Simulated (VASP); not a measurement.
Write the native input for VASP 6.6.1 that does the following.

```yaml
Task: single point
Functional: PBE
Potentials_or_basis: VASP PAW PBE potentials, release 64 (Sn_d, O)
Cutoff: 520 eV
k_mesh: 6 × 6 × 4
Occupations: gaussian, width 0.1 eV
Spin: no spin polarisation
Dipole_correction: no
Further_INCAR_settings: ALGO = Normal; EDIFF = 1e-06; NBANDS = 28
```

The structure of SnO lies in POSCAR:

```
SnO
1.0
    3.3651750474      0.0000000000      0.0000000000
   -1.6825875237      2.9143270792      0.0000000000
    0.0000000000      0.0000000000      8.9534353175
Sn O
2 2
Direct
    0.0000000000      0.0000000000     -0.0043865565
    0.3333333333      0.6666666667      0.4956134435
    0.0000000000      0.0000000000      0.3793870566
    0.3333333333      0.6666666667      0.8793870566
```

The input as run:

INCAR

```
SYSTEM = SnO
PREC = Accurate ; ENCUT = 520
EDIFF = 1E-6 ; ISMEAR = 0
SIGMA = 0.1 ; LREAL = .FALSE.
LASPH = .TRUE. ; NELM = 100
ALGO = Normal ; ISIF = 2
LWAVE = .FALSE. ; LCHARG = .FALSE.
GGA = PE ; NBANDS = 28
```

KPOINTS

```
Automatic mesh
0
G
  6 6 4
  0 0 0
```

Potentials or basis: VASP PAW PBE potentials, release 64 (Sn_d, O).

Run with:

```sh
$ cat potpaw_PBE.64/Sn_d/POTCAR potpaw_PBE.64/O/POTCAR > POTCAR
$ mpirun -np 1 vasp_std > vasp.out
```

Results of the run:

- Pressure: 0.3 GPa
- Largest force: 0.065 eV/Å
- Band gap on the k mesh: 1.45 eV (least direct gap 1.61 eV)

Caveat: spin-orbit coupling is left out, which moves the levels of the heavy elements.

Run time: 27 s on 1 thread of Intel(R) Xeon(R) 6975P-C (Granite Rapids), with other jobs on the host, peak memory 0.23 GiB.
